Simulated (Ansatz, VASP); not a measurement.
PbSe in VASP and in Ansatz

POSCAR

```
PbSe
1.0
    5.2756238605      0.0000000001      0.0000000000
   -2.6378119303      4.5688242840      0.0000000000
    0.0000000000      0.0000000000      6.3366646034
Pb Se
2 2
Direct
    0.3333333333      0.6666666667     -0.0648967816
    0.6666666667      0.3333333333      0.4351032184
    0.3333333333      0.6666666667      0.4398967816
    0.6666666667      0.3333333333      0.9398967816
```

The input INCAR.step1:

```
SYSTEM = PbSe
ALGO = Normal
EDIFF = 1E-4
ENCUT = 520
GGA = PE
ISMEAR = 0
LASPH = .TRUE.
LCHARG = .FALSE.
LREAL = .FALSE.
LWAVE = .TRUE.
NBANDS = 28
NELM = 80
PREC = Accurate
SIGMA = 0.01
```

The input INCAR.step2:

```
SYSTEM = PbSe
ALGO = Normal
EDIFF = 1E-6
ENCUT = 520
ISIF = 2
ISMEAR = 0
ISTART = 1
LASPH = .TRUE.
LCHARG = .TRUE.
LELF = .TRUE.
LMIXTAU = .TRUE.
LREAL = .FALSE.
LVHAR = .TRUE.
LWAVE = .FALSE.
METAGGA = R2SCAN
NBANDS = 28
NELM = 80
PREC = Accurate
SIGMA = 0.01
```

The input KPOINTS:

```
k-points
0
G
  6 6 4
  0 0 0
```

Input for Ansatz:

```yaml
crystal:
  lattice:
    - [5.2756238605, 1.0e-10, 0.0]
    - [-2.6378119303, 4.568824284, 0.0]
    - [0.0, 0.0, 6.3366646034]
  atoms:
    - { symbol: Pb, position: [0.3333333333, 0.6666666667, -0.0648967816] }
    - { symbol: Pb, position: [0.6666666667, 0.3333333333, 0.4351032184] }
    - { symbol: Se, position: [0.3333333333, 0.6666666667, 0.4398967816] }
    - { symbol: Se, position: [0.6666666667, 0.3333333333, 0.9398967816] }
kpoints:
  mp_grid: { grid: [6, 6, 4] }
hamiltonian:
  xc: r2scan
scf:
  occupations: { method: fixed }
  n_extra_bands: 5
output:
  forces: true
  stress: true
  eigenvalues: true
```

Alike in both runs: task single point; functional r2SCAN; k mesh 6 × 6 × 4; no spin polarisation.

|  | VASP | Ansatz |
| --- | --- | --- |
| version | VASP 6.6.1 | Ansatz 0.2.0 |
| potentials or method | VASP PAW PBE potentials, release 64 (Pb_d, Se) | plane waves, PAW |
| plane-wave cutoff (eV) | 520 | 500 |
| occupations | gaussian, width 0.01 eV | fixed |
| valence electrons in the cell | 40 | 60 |

|  | VASP | Ansatz | Ansatz less VASP |
| --- | --- | --- | --- |
| gap on the k mesh at the Fermi level (eV) | 1.55 | 1.55 | -0.001 |
| pressure (GPa) | -2.1 | -2.0 | +0.01 |
| traceless stress, the component that is largest in VASP (GPa) | -0.11 | -0.10 | +0.007 |
| rms of the force components (eV/Å) | 0.008 | 0.009 | +0.0005 |

VASP's potentials were made for PBE, not for r2SCAN. Atom by atom the forces differ by 0.000 eV/Å (rms over components). VASP's potentials hold 40 valence electrons a cell and Ansatz's 60, so a difference there can come from the potentials and not from the codes.

Neither program's run includes spin-orbit coupling.
